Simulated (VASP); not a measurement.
# Ir (P6_3/mmc) in VASP: notebook, part 2 of 2

VASP 6.6.1. Earlier steps stand in the parts before.

**6. Single point, LDA**

This run uses another cell than the first one, of 12.63 Å³/atom.

Contents of INCAR:

```
PREC = Accurate ; ENCUT = 560
EDIFF = 1E-6 ; ISMEAR = 0
SIGMA = 0.15 ; LREAL = False
LASPH = True ; NELM = 120
ALGO = Normal ; ISIF = 2
LWAVE = False ; LCHARG = False
NBANDS = 24 ; GGA_COMPAT = False
```

Contents of KPOINTS:

```
regular mesh
0
Gamma
  18 18 10
```

Contents of POSCAR:

```
Ir
1.0
    2.5790000000      0.0000000000      0.0000000000
   -1.2895000000      2.2334795163      0.0000000000
    0.0000000000      0.0000000000      4.3862377060
Ir
2
Direct
    0.6666666667      0.3333333333      0.7500000000
    0.3333333333      0.6666666667      0.2500000000
```

Potentials or basis: VASP PAW LDA potentials, release 64 (Ir_sv_GW).

Command:

```bash
$ cat potpaw_LDA.64/Ir_sv_GW/POTCAR > POTCAR
$ mpirun -np 1 vasp_std > vasp.out
```

OUTCAR:

```text
PREC = Accurate
   ENCUT = 560
   EDIFF = 1E-6
   ISMEAR = 0
   LREAL = False
   LASPH = True
   NELM = 120
   ISIF = 2

 ion  position               nearest neighbor table
   1  0.667  0.333  0.750-   2 2.65   2 2.65   2 2.65   2 2.65   2 2.65   2 2.65
   2  0.333  0.667  0.250-   1 2.65   1 2.65   1 2.65   1 2.65   1 2.65   1 2.65

  LATTYP: Found a hexagonal cell.
 ALAT       =     2.5790000000
 C/A-ratio  =     1.7007513401

  Lattice vectors:

 A1 = (   2.5790000000,   0.0000000000,   0.0000000000)
 A2 = (  -1.2895000000,   2.2334795163,   0.0000000000)
 A3 = (   0.0000000000,   0.0000000000,   4.3862377060)

Analysis of symmetry for initial positions (statically):
=====================================================================
 Subroutine PRICEL returns:
 Original cell was already a primitive cell.

 Routine SETGRP: Setting up the symmetry group for a
 hexagonal supercell.

 Subroutine GETGRP returns: Found 24 space group operations
 (whereof 12 operations were pure point group operations)
 out of a pool of 24 trial point group operations.

The static configuration has the point symmetry D_3d.
 The point group associated with its full space group is D_6h.

Analysis of symmetry for dynamics (positions and initial velocities):
=====================================================================
 Subroutine PRICEL returns:
 Original cell was already a primitive cell.

 Routine SETGRP: Setting up the symmetry group for a
 hexagonal supercell.

 Subroutine GETGRP returns: Found 24 space group operations
 (whereof 12 operations were pure point group operations)
 out of a pool of 24 trial point group operations.

The dynamic configuration has the point symmetry D_3d.
 The point group associated with its full space group is D_6h.

 Subroutine INISYM returns: Found 24 space group operations
 (whereof 12 operations are pure point group operations),
 and found     1 'primitive' translations

[... 111 lines left out ...]
   IALGO  =     38    algorithm
   IMIX   =      4    mixing-type and parameters
     AMIX     =   0.40;   BMIX     =  1.00
     AMIX_MAG =   1.60;   BMIX_MAG =  1.00
  volume/ion in A,a.u.               =      12.63        85.25
  Fermi-wavevector in a.u.,A,eV,Ry     =   1.807421  3.415530 44.447110  3.266770
  Thomas-Fermi vector in A             =   2.866709
   LORBIT       =      0    0 simple, 1 ext, 2 COOP (PROOUT), +10 PAW based schemes
   GGA     = CA    functional components
   LHFCALC =     F    Hartree Fock is set to
   AEXX    =    0.0000 exact exchange contribution
   IVDW    =     0    specifies the selected vdW correction
   LEPSILON=     F    determine dielectric tensor
   LRPA    =     F    only Hartree local field effects (RPA)
 non-spin polarized calculation
 Gauss-broadening in eV      SIGMA  =   0.15
  energy-cutoff  :      560.00
  volume of cell :       25.27
 maximum number of plane-waves:       780
 NGX is ok and might be reduce to    20
   NGX =  9   NGY =  9   NGZ = 17

 number of electron      34.0000000 magnetization

 Free energy of the ion-electron system (eV)
  ---------------------------------------------------
  ext. energy  EPLUGINS =         0.00000000
  ---------------------------------------------------
  free energy    TOTEN  =       -21.22211688 eV

  energy without entropy =      -21.20106103  energy(sigma->0) =      -21.21158895

 E-fermi :  15.0686     XC(G=0): -15.5150

 val. band max:       15.0613862033   @ k =   0.2222   0.1667   0.1000
 cond. band min:      15.0704754208   @ k =   0.2778   0.1667   0.4000
 fundamental gap:      0.0090892175
 Fermi energy:        15.0686206306

 k-point     1 :       0.0000    0.0000    0.0000
  band No.  band energies     occupation
      1     -77.8874      2.00000
      2     -77.7933      2.00000
      3     -35.5274      2.00000
      4     -34.5167      2.00000
      5     -34.5167      2.00000
      6     -34.4548      2.00000
[... 637 lines left out ...]
     23      26.2841      0.00000
     24      28.9180      0.00000

 [... further k-points ...]

------------------------ aborting loop because EDIFF is reached ----------------------------------------

  FORCE on cell =-STRESS in cart. coord.  units (eV):
  Direction    XX          YY          ZZ          XY          YZ          ZX
  --------------------------------------------------------------------------------------
  -------------------------------------------------------------------------------------
  Total        9.3316629      9.3316629      4.8408483     -0.0000000      0.0000000      0.0000000
  in kB      591.7580079    591.7580079    306.9775197     -0.0000000      0.0000000      0.0000000
  external PRESSURE =     496.8311785 kB  Pullay stress =       0.0000000 kB

 VOLUME and BASIS-vectors are now :
 -----------------------------------------------------------------------------
  energy-cutoff  :      560.00
  volume of cell :       25.27
      direct lattice vectors                 reciprocal lattice vectors
     2.579000000  0.000000000  0.000000000     0.387747189  0.223865944  0.000000000
    -1.289500000  2.233479516  0.000000000     0.000000000  0.447731888  0.000000000
     0.000000000  0.000000000  4.386237706     0.000000000  0.000000000  0.227985820

 POSITION                                       TOTAL-FORCE (eV/Angst)
 -----------------------------------------------------------------------------------
      1.28950      0.74449      3.28968        -0.000000      0.000000      0.000000
     -0.00000      1.48899      1.09656         0.000000     -0.000000      0.000000
 -----------------------------------------------------------------------------------
    total drift:                               -0.000000      0.000000     -0.000000

  FREE ENERGIE OF THE ION-ELECTRON SYSTEM (eV)
  ---------------------------------------------------
  free  energy   TOTEN  =       -21.2221168800 eV

  energy  without entropy=      -21.2010610278  energy(sigma->0) =      -21.21158895
```

Wall time 47 s (1 thread of AMD EPYC 9R45 (Zen 5), shared host); peak memory 0.2 GiB.

Results:

- Free energy: -21.2221 eV
- Pressure: 49.7 GPa
- Band gap on the k mesh: zero (bands 17 and 18 overlap by 4.39 eV)

Caveat: the stress differs along the axes, from 31 to 59 GPa; spin-orbit coupling is left out, which moves the levels of the heavy elements.

**7. Single point, LDA**

This run uses another cell than the first one, of 15.28 Å³/atom.

Contents of INCAR:

```
PREC = Accurate
ENCUT = 560
EDIFF = 1E-6
ISMEAR = 0
SIGMA = 0.15
LREAL = F
LASPH = T
NELM = 120
ALGO = Normal
ISIF = 2
LWAVE = F
LCHARG = F
GGA = CA
NBANDS = 24
GGA_COMPAT = F
```

Contents of KPOINTS:

```
Automatic mesh
0
Gamma
  18 18 10
```

Contents of POSCAR:

```
Ir
1.0
    2.7684000000      0.0000000000      0.0000000000
   -1.3842000000      2.3975047278      0.0000000000
    0.0000000000      0.0000000000      4.6055000000
Ir
2
Direct
    0.6666666667      0.3333333333      0.7500000000
    0.3333333333      0.6666666667      0.2500000000
```

Command:

```bash
$ cat potpaw_LDA.64/Ir_sv_GW/POTCAR > POTCAR
$ mpirun -np 1 vasp_std > vasp.out
```

It took 92 s on 1 thread of Intel Xeon Platinum 8124M at 3.00GHz (Skylake/Cascade Lake), shared host; peak memory 0.27 GiB.

It converged, with:

```yaml
Free_energy: -21.3927 eV
Pressure: -30.3 GPa
Band_gap_on_the_k_mesh: zero (bands 17 and 18 overlap by 3.08 eV)
```

Stress tensor (GPa, compression positive):
```
-27.86   0.00   0.00
  0.00 -27.86   0.00
  0.00   0.00 -35.13
```

Levels at points of the mesh, in eV from the Fermi level:
```csv
k point,band 14,band 15,band 16,band 17,band 18,band 19,band 20,band 21
"(0.00, 0.00, 0.00)",-2.87,-2.87,-1.90,-1.90,-0.77,0.28,0.28,6.07
"(0.50, 0.00, 0.00)",-2.96,-2.78,0.78,0.80,1.12,2.79,4.19,7.69
"(0.00, 0.00, 0.50)",-3.45,-3.45,-3.45,-0.40,-0.40,-0.40,-0.40,12.94
"(0.50, 0.00, 0.50)",-1.77,-0.76,-0.76,0.99,0.99,1.94,1.94,7.11
```

Caveat: the stress differs along the axes, from -35 to -28 GPa; spin-orbit coupling is left out, which moves the levels of the heavy elements.

**8. The runs side by side**

```tsv
potentials or basis	cell	cutoff (eV)	gap on the mesh (eV)	pressure (GPa)
VASP PAW LDA potentials, release 64 (Ir)	a = 2.651, b = 2.651, c = 4.620 Å, angles 90.0, 90.0, 120.0°, 2 atoms	520	none	0.1
VASP PAW LDA potentials, release 64 (Ir)	a = 2.732, b = 2.732, c = 4.386 Å, angles 90.0, 90.0, 120.0°, 2 atoms	520	none	-5.1
VASP PAW LDA potentials, release 64 (Ir)	a = 2.768, b = 2.768, c = 4.313 Å, angles 90.0, 90.0, 120.0°, 2 atoms	520	none	-7.7
VASP PAW LDA potentials, release 64 (Ir)	a = 2.786, b = 2.786, c = 4.269 Å, angles 90.0, 90.0, 120.0°, 2 atoms	520	none	-7.8
VASP PAW LDA potentials, release 64 (Ir_sv_GW)	a = 2.579, b = 2.579, c = 4.386 Å, angles 90.0, 90.0, 120.0°, 2 atoms	560	none	49.7
VASP PAW LDA potentials, release 64 (Ir_sv_GW)	a = 2.768, b = 2.768, c = 4.606 Å, angles 90.0, 90.0, 120.0°, 2 atoms	560	none	-30.3
```

Alike in all rows: task single point; level LDA; no spin polarisation; k mesh 18 × 18 × 10; smearing gaussian 0.15 eV.

Caveats: spin-orbit coupling is left out, which moves the levels of the heavy elements; the stress differs along the axes, from -19 to 10 GPa (at least some runs); the cell stands under tension (at least some runs); the stress differs along the axes, from -13 to 2 GPa (at least some runs); the stress differs along the axes, from -14 to 5 GPa (at least some runs); the stress differs along the axes, from 31 to 59 GPa (at least some runs); the stress differs along the axes, from -35 to -28 GPa (at least some runs).

Total energies depend on the potentials used, so only differences within one code and one set of settings carry meaning.

The gap in the log of VASP goes by the Fermi energy; the results here count the filled bands.